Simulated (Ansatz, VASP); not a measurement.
Cd3Fe: VASP beside Ansatz

```
Cd Fe
1.0
     0.00000    3.30762    3.30762
     3.30762    0.00000    3.30762
     3.30762    3.30762    0.00000
Cd Fe
3 1
Direct
  0.25000 0.25000 0.25000
  0.75000 0.75000 0.75000
  0.50000 0.50000 0.50000
  0.00000 0.00000 0.00000
```

Alike in both runs: functional PBE; k mesh 12 × 12 × 12; occupations gaussian, width 0.1 eV; no spin polarisation.

Ansatz relaxed the structure, and its values are those at the end. VASP's run is a single point on that final structure, the one shown.

|  | VASP | Ansatz |
| --- | --- | --- |
| version | VASP 6.6.1 | Ansatz 0.2.0 |
| potentials or method | VASP PAW PBE potentials, release 64 (Cd, Fe), cutoff 520 eV | scalar-relativistic, plane waves, PAW |
| valence electrons in the cell | 44 | 76 |

Ansatz gave:

```
gap on the k mesh at the Fermi level (eV) : none
pressure (GPa)                            : 0.0
```

Problem. Estimate VASP's values.

Solution. gap on the k mesh at the Fermi level (eV): none; pressure (GPa): 0.6.

A gap of «none» marks a metal or a gap that the smearing closes. With one functional, cell and mesh, what is left measures potentials, basis and numerics. VASP's potentials hold 44 valence electrons a cell and Ansatz's 76, so a difference there can come from the potentials and not from the codes.
